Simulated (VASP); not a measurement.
Wanted: the native input for a VASP 6.6.1 run.

```
Task                   : single point
Functional             : PBE
Potentials or basis    : VASP PAW PBE potentials, release 64 (Ga_d, Sb)
Cutoff                 : 520 eV
k mesh                 : 6 × 6 × 2
Occupations            : gaussian, width 0.2 eV
Spin                   : no spin polarisation
Dipole correction      : no
Further INCAR settings : ALGO = Normal; EDIFF = 1e-06; NBANDS = 38
```

The structure of GaSb3 lies in POSCAR:

```
GaSb3
1.0
    4.4012890666     -0.0000471136      0.0009680207
   -2.2006828060      3.8114213739     -0.0001266271
    0.0027486089      0.0013119307     14.7855331316
Ga Sb
2 6
Direct
    0.3337459392      0.6673004954      0.0650050316
    0.6676292686      0.3342909959      0.3072605702
    0.0007658555      0.0008334458      1.0010138747
    0.3343539497      0.6676534409      0.2493646703
    0.6661765747      0.3322626652      0.4929845919
   -0.0009386697     -0.0013016372      0.5931374846
    0.3328137396      0.6663137841      0.7393983477
    0.6654533424      0.3326468100      0.8428354289
```

The input as run:

INCAR

```
SYSTEM = GaSb3
PREC = Accurate
ENCUT = 520
EDIFF = 1E-6
ISMEAR = 0
SIGMA = 0.2
LREAL = .False.
LASPH = .True.
NELM = 80
ALGO = Normal
ISIF = 2
LWAVE = .False.
LCHARG = .False.
GGA = PE
NBANDS = 38
```

KPOINTS

```
Automatic mesh
0
Gamma
  6 6 2
  0 0 0
```

Potentials or basis: VASP PAW PBE potentials, release 64 (Ga_d, Sb).

Run with:

```bash
$ cat potpaw_PBE.64/Ga_d/POTCAR potpaw_PBE.64/Sb/POTCAR > POTCAR
$ mpirun -np 1 vasp_std > vasp.out
```

It gave:

```yaml
Pressure: 0.0 GPa
Largest_force: 0.029 eV/Å
Band_gap_on_the_k_mesh: zero (bands 28 and 29 overlap by 0.04 eV)
```

Caveat: semilocal functionals underestimate gaps, and a narrow one can read as zero; spin-orbit coupling is left out, which moves the levels of the heavy elements.

Run time: 3.4 min on 1 thread of Intel(R) Xeon(R) 6975P-C (Granite Rapids), on a shared host, peak memory 0.56 GiB.
